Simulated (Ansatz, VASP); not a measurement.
**One calculation of MgS, two programs**

The input INCAR:

```
SYSTEM = MgS
PREC = Accurate
ENCUT = 520
EDIFF = 1E-7
ISMEAR = 0
SIGMA = 0.01
LREAL = .False.
LASPH = .True.
NELM = 80
ALGO = Normal
ISIF = 2
LWAVE = .False.
LCHARG = .True.
LELF = .True.
LVHAR = .True.
NBANDS = 11
```

Contents of KPOINTS:

```
Automatic mesh
0
Gamma
  8 8 8
  0 0 0
```

The input POSCAR:

```
MgS
1.0
    0.0000000000      2.5513615395      2.5513615395
    2.5513615395      0.0000000000      2.5513615395
    2.5513615395      2.5513615395      0.0000000000
Mg S
1 1
Direct
    0.0000000000      0.0000000000      0.0000000000
    0.5000000000      0.5000000000      0.5000000000
```

Input for Ansatz:

```yaml
crystal:
  lattice:
    - [0.0, 2.55136153953, 2.55136153953]
    - [2.55136153953, 0.0, 2.55136153953]
    - [2.55136153953, 2.55136153953, 0.0]
  atoms:
    - { symbol: Mg, position: [0.0, 0.0, 0.0] }
    - { symbol: S, position: [0.5, 0.5, 0.5] }
kpoints:
  mp_grid: { grid: [8, 8, 8] }
scf:
  occupations: { method: fixed }
  convergence: { dr2_threshold: 1.0e-10 }
hamiltonian:
  xc: lda
  pseudopotentials: { kind: all_electron, lapw: { basis_error: 0.0005 } }
output:
  forces: true
  stress: true
  eigenstates:
    kpoints:
      - [0.0, 0.0, 0.0]
      - [0.0, -0.5, -0.5]
      - [-0.5, 0.0, -0.5]
      - [-0.5, -0.5, 0.0]
      - [-0.5, 0.0, 0.0]
      - [0.0, -0.5, 0.0]
      - [0.0, 0.0, -0.5]
      - [-0.5, -0.5, -0.5]
  eigenvalues: true
```

Alike in both runs: task single point; functional LDA; k mesh 8 × 8 × 8; no spin polarisation.

```csv
,VASP,Ansatz
version,VASP 6.6.1,Ansatz 0.2.0
potentials or method,"VASP PAW LDA potentials, release 64 (Mg, S), cutoff 520 eV","all-electron LAPW, scalar-relativistic"
occupations,"gaussian, width 0.01 eV",fixed
```

Ansatz gave:

```
gap on the k mesh at the Fermi level (eV) : 2.68
pressure (GPa)                            : 1.4
```

Estimate VASP's values.

gap on the k mesh at the Fermi level (eV): 2.68; pressure (GPa): 0.7.

LDA's correlation is that of Perdew and Zunger in VASP and of Perdew and Wang (1992) in Ansatz. Ansatz ran all-electron here, and VASP with PAW potentials.
